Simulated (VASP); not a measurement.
# BN in VASP: notebook

BN is run at these levels: PBE, r2SCAN; tasks: single point.

Program: VASP 6.6.1. These are calculated values, not measurements. Logs are shortened: lines on timing, memory, paths and dates and some standing lists are left out, and cuts for length are marked.

### 1 The cell of the first run

The structure is trigonal, space group R-3m (No. 166). Conventional cell: a = 2.494 Å, b = 2.494 Å, c = 6.052 Å, α = 90.00°, β = 90.00°, γ = 120.00°. Within 2.3 Å of B (site symmetry -3m) lie 6 N at 1.76 Å. Within 2.3 Å of N (site symmetry -3m) lie 6 B at 1.76 Å.

### 2 Single point, PBE (epitaxial 111 strain +1.0%)

INCAR reads:

```
SYSTEM = BN
  PREC = Accurate
  ENCUT = 520
  EDIFF = 1E-7
  ISMEAR = -1
  SIGMA = 0.02
  LREAL = .FALSE.
  LASPH = .TRUE.
  NELM = 80
  ALGO = Normal
  ISIF = 2
  LWAVE = .FALSE.
  LCHARG = .TRUE.
  GGA = PE
  LELF = .TRUE.
  LVHAR = .TRUE.
  NBANDS = 11
```

KPOINTS reads:

```
Automatic mesh
0
G
  12 12 12
  0 0 0
```

POSCAR reads:

```
BN
1.0
   -0.0107435385      1.7525406610      1.7525406610
    1.7525406610     -0.0107435385      1.7525406610
    1.7525406610      1.7525406610     -0.0107435385
B N
1 1
Direct
    0.0000000000      0.0000000000      0.0000000000
    0.5000000000      0.5000000000      0.5000000000
```

Potentials or basis: VASP PAW PBE potentials, release 64 (B, N).

Started as:

```sh
$ cat potpaw_PBE.64/B/POTCAR potpaw_PBE.64/N/POTCAR > POTCAR
$ mpirun -np 1 vasp_std > vasp.out
```

OUTCAR:

```text
SYSTEM = BN
   PREC = Accurate
   ENCUT = 520
   EDIFF = 1E-7
   ISMEAR = -1
   LREAL = .FALSE.
   LASPH = .TRUE.
   NELM = 80
   ISIF = 2
   GGA = PE

 ion  position               nearest neighbor table
   1  0.000  0.000  0.000-   2 1.76   2 1.76   2 1.76   2 1.76   2 1.76   2 1.76
   2  0.500  0.500  0.500-   1 1.76   1 1.76   1 1.76   1 1.76   1 1.76   1 1.76

  LATTYP: Found a trigonal (rhomboedric) cell.
 ALAT       =     2.4784900566
 COS(alpha) =     0.4938604554

  Lattice vectors:

 A1 = (  -0.0107435385,   1.7525406610,   1.7525406610)
 A2 = (   1.7525406610,  -0.0107435385,   1.7525406610)
 A3 = (   1.7525406610,   1.7525406610,  -0.0107435385)

Analysis of symmetry for initial positions (statically):
=====================================================================
 Subroutine PRICEL returns:
 Original cell was already a primitive cell.

 Routine SETGRP: Setting up the symmetry group for a
 trigonal (rhombohedral) supercell.

 Subroutine GETGRP returns: Found 12 space group operations
 (whereof 12 operations were pure point group operations)
 out of a pool of 12 trial point group operations.

The static configuration has the point symmetry D_3d.

Analysis of symmetry for dynamics (positions and initial velocities):
=====================================================================
 Subroutine PRICEL returns:
 Original cell was already a primitive cell.

 Routine SETGRP: Setting up the symmetry group for a
 trigonal (rhombohedral) supercell.

 Subroutine GETGRP returns: Found 12 space group operations
 (whereof 12 operations were pure point group operations)
 out of a pool of 12 trial point group operations.

The dynamic configuration has the point symmetry D_3d.

 Subroutine INISYM returns: Found 12 space group operations
 (whereof 12 operations are pure point group operations),
 and found     1 'primitive' translations

----------------------------------------------------------------------------------------

                                     Primitive cell

  volume of cell :      10.8645

  direct lattice vectors                    reciprocal lattice vectors
    -0.010743539  1.752540661  1.752540661    -0.282689950  0.284433603  0.284433603
     1.752540661 -0.010743539  1.752540661     0.284433603 -0.282689950  0.284433603
     1.752540661  1.752540661 -0.010743539     0.284433603  0.284433603 -0.282689950

  length of vectors
     2.478490057  2.478490057  2.478490057     0.491648815  0.491648815  0.491648815

[... 77 lines left out ...]
   LASPH  =      T    aspherical Exc in radial PAW
   ENCUT  =  520.0 eV  38.22 Ry    6.18 a.u.   4.61  4.61  4.61*2*pi/ulx,y,z
   NELM   =     80;   NELMIN=  2; NELMDL= -5     # of ELM steps
   EDIFF  = 0.1E-06   stopping-criterion for ELM
   LREAL  =      F    real-space projection
   EDIFFG = 0.1E-05   stopping-criterion for IOM
   NSW    =      0    number of steps for IOM
   IBRION =     -1    ionic relax: 0-MD 1-quasi-New 2-CG
   NFREE  =      0    steps in history (QN), initial steepest desc. (CG)
   ISIF   =      2    stress and relaxation
   ISYM   =      2    0-nonsym 1-usesym 2-fastsym
   POTIM  = 0.5000    time-step for ionic-motion
   TEBEG  =    0.0;   TEEND  =   0.0 temperature during run
   PSTRESS=    0.0 pullay stress
   NELECT =       8.0000    total number of electrons
   NUPDOWN=      -1.0000    fix difference up-down
   EMIN   =  10.00;   EMAX   =-10.00  energy-range for DOS
   EFERMI =   0.00;   METHOD = LEGACY
   ISMEAR =    -1;   SIGMA  =   0.02  broadening in eV -4-tet -1-fermi 0-gaus
   EFERMI_NEDOS =   21; number of points for ismear=-14 and -15
   IALGO  =     38    algorithm
   IMIX   =      4    mixing-type and parameters
     AMIX     =   0.40;   BMIX     =  1.00
     AMIX_MAG =   1.60;   BMIX_MAG =  1.00
  volume/ion in A,a.u.               =       5.43        36.66
  Fermi-wavevector in a.u.,A,eV,Ry     =   1.478320  2.793619 29.734563  2.185429
  Thomas-Fermi vector in A             =   2.592615
   LORBIT       =      0    0 simple, 1 ext, 2 COOP (PROOUT), +10 PAW based schemes
   GGA     = PE    functional components
[... 5 lines left out ...]
 non-spin polarized calculation
  energy-cutoff  :      520.00
  volume of cell :       10.86
 maximum number of plane-waves:       303
   NGX =  9   NGY =  9   NGZ =  9

 number of electron       7.9999999 magnetization

 Free energy of the ion-electron system (eV)
  ---------------------------------------------------
  ext. energy  EPLUGINS =         0.00000000
  ---------------------------------------------------
  free energy    TOTEN  =       -13.94240970 eV

  energy without entropy =      -13.94240970  energy(sigma->0) =      -13.94240970

 E-fermi :  10.6249     XC(G=0): -13.6574

 val. band max:       10.2113045962   @ k =  -0.1667   0.1667   0.0000
 cond. band min:      11.2040157399   @ k =   0.5000   0.5000   0.0000
 fundamental gap:      0.9927111437
 Fermi energy:        10.6248763190

 k-point     1 :       0.0000    0.0000    0.0000
  band No.  band energies     occupation
      1     -12.1161      2.00000
      2       9.1720      2.00000
      3       9.1720      2.00000
      4       9.3847      2.00000
      5      18.8987      0.00000
      6      21.9495      0.00000
      7      22.0144      0.00000
      8      22.0144      0.00000
      9      28.4538      0.00000
     10      28.4538      0.00000
     11      28.8567      0.00000
[... 309 lines left out ...]
 k-point    24 :      -0.4167    0.1667   -0.0000
  band No.  band energies     occupation
      1      -6.5163      2.00000
      2      -1.5499      2.00000
      3       5.6852      2.00000
      4       8.2874      2.00000
      5      15.0897      0.00000
      6      17.1271      0.00000
      7      20.0166      0.00000
      8      24.2323      0.00000
      9      31.6574      0.00000
     10      34.3855      0.00000
     11      39.0487      0.00000

 [... further k-points ...]
[... 5 lines left out ...]
  --------------------------------------------------------------------------------------
  -------------------------------------------------------------------------------------
  Total       -0.2709472     -0.2709472     -0.2709472      0.2519894      0.2519894      0.2519894
  in kB      -39.9563381    -39.9563381    -39.9563381     37.1606519     37.1606519     37.1606519
  external PRESSURE =     -39.9563381 kB  Pullay stress =       0.0000000 kB

 VOLUME and BASIS-vectors are now :
 -----------------------------------------------------------------------------
  energy-cutoff  :      520.00
  volume of cell :       10.86
      direct lattice vectors                 reciprocal lattice vectors
    -0.010743539  1.752540661  1.752540661    -0.282689950  0.284433603  0.284433603
     1.752540661 -0.010743539  1.752540661     0.284433603 -0.282689950  0.284433603
     1.752540661  1.752540661 -0.010743539     0.284433603  0.284433603 -0.282689950

 POSITION                                       TOTAL-FORCE (eV/Angst)
 -----------------------------------------------------------------------------------
      0.00000      0.00000      0.00000         0.000000     -0.000000      0.000000
      1.74717      1.74717      1.74717        -0.000000      0.000000     -0.000000
 -----------------------------------------------------------------------------------
    total drift:                               -0.000000     -0.000000     -0.000000

  FREE ENERGIE OF THE ION-ELECTRON SYSTEM (eV)
  ---------------------------------------------------
  free  energy   TOTEN  =       -13.9424096992 eV

  energy  without entropy=      -13.9424096992  energy(sigma->0) =      -13.94240970
```

stdout:

```text
POSCAR found type information on POSCAR B N
 POSCAR found :  2 types and       2 ions
 scaLAPACK will be used
 LDA part: xc-table for (Slater+PW92), standard interpolation
 POSCAR, INCAR and KPOINTS ok, starting setup
 FFT: planning ... GRIDC
 FFT: planning ... GRID_SOFT
 FFT: planning ... GRID
 WAVECAR not read
 entering main loop
```

Run time: 18 s. Hardware: 1 thread of Intel Xeon Platinum 8259CL at 2.50GHz (Skylake/Cascade Lake), shared host; peak memory 0.13 GiB.

What came out:

- Free energy: -13.9424 eV
- Pressure: -4.0 GPa
- Band gap on the k mesh: 0.99 eV (least direct gap 5.70 eV)

Stress tensor (GPa, compression positive):
```
-4.00  3.72  3.72
 3.72 -4.00  3.72
 3.72  3.72 -4.00
```

Caveat: the cell differs from its parent crystal (epitaxial 111 strain +1.0%); the cell stands under tension. A k mesh can miss the band edges.

### 3 Single point, r2SCAN (uniaxial z strain -5.0%)

POSCAR reads:

```
BN
1.0
    0.0000000000      1.7458259401      1.6585346431
    1.7458259401      0.0000000000      1.6585346431
    1.7458259401      1.7458259401      0.0000000000
B N
1 1
Direct
    0.0000000000      0.0000000000      0.0000000000
    0.5000000000      0.5000000000      0.5000000000
```

INCAR.step1 reads:

```
SYSTEM = BN
  ALGO = Normal
  EDIFF = 1E-4
  ENCUT = 520
  GGA = PE
  ISMEAR = 0
  LASPH = .True.
  LCHARG = .False.
  LREAL = .False.
  LWAVE = .True.
  NBANDS = 11
  NELM = 80
  PREC = Accurate
  SIGMA = 0.01
```

INCAR.step2 reads:

```
SYSTEM = BN
  ALGO = Normal
  EDIFF = 1E-7
  ENCUT = 520
  ISIF = 2
  ISMEAR = 0
  ISTART = 1
  LASPH = .True.
  LCHARG = .False.
  LMIXTAU = .True.
  LREAL = .False.
  LWAVE = .False.
  METAGGA = R2SCAN
  NBANDS = 11
  NELM = 80
  PREC = Accurate
  SIGMA = 0.01
```

KPOINTS reads:

```
k-points
0
Gamma
  12 12 12
  0 0 0
```

Potentials or basis: VASP PAW PBE potentials, release 64 (B, N).

Started as:

```sh
$ cat potpaw_PBE.64/B/POTCAR potpaw_PBE.64/N/POTCAR > POTCAR
$ cp INCAR.step1 INCAR
$ mpirun -np 1 vasp_std > vasp.out
$ cp INCAR.step2 INCAR
$ mpirun -np 1 vasp_std > vasp.out
```

Wall time 63 s (1 thread of Intel Xeon Platinum 8259CL at 2.50GHz (Skylake/Cascade Lake), shared host); peak memory 0.13 GiB.

It converged, with:

| Item | Value |
| --- | --- |
| Free energy | -15.3715 eV |
| Pressure | 25.0 GPa |
| Band gap on the k mesh | 0.97 eV (least direct gap 6.13 eV) |

Stress tensor (GPa, compression positive):
```
19.23  0.00  0.00
 0.00 19.23  0.00
 0.00  0.00 36.69
```

Levels at points of the mesh, in eV from the valence-band top:
```csv
k point,band 1,band 2,band 3,band 4,band 5,band 6,band 7,band 8
"(0.00, 0.00, 0.00)",-24.46,-1.82,-0.51,-0.51,11.01,12.73,12.73,15.85
"(0.50, 0.00, 0.00)",-18.84,-13.69,-1.01,-0.60,5.53,5.97,8.89,15.74
"(0.50, 0.50, 0.00)",-15.01,-12.88,-6.58,-6.58,0.97,9.00,16.28,16.28
"(0.50, 0.00, 0.50)",-16.13,-13.01,-6.72,-5.30,2.24,9.83,15.41,18.01
```

Caveat: the cell differs from its parent crystal (uniaxial z strain -5.0%); the cell stands under pressure; the PAW data sets were made with another functional, which shifts forces and pressure a little. A k mesh can miss the band edges.
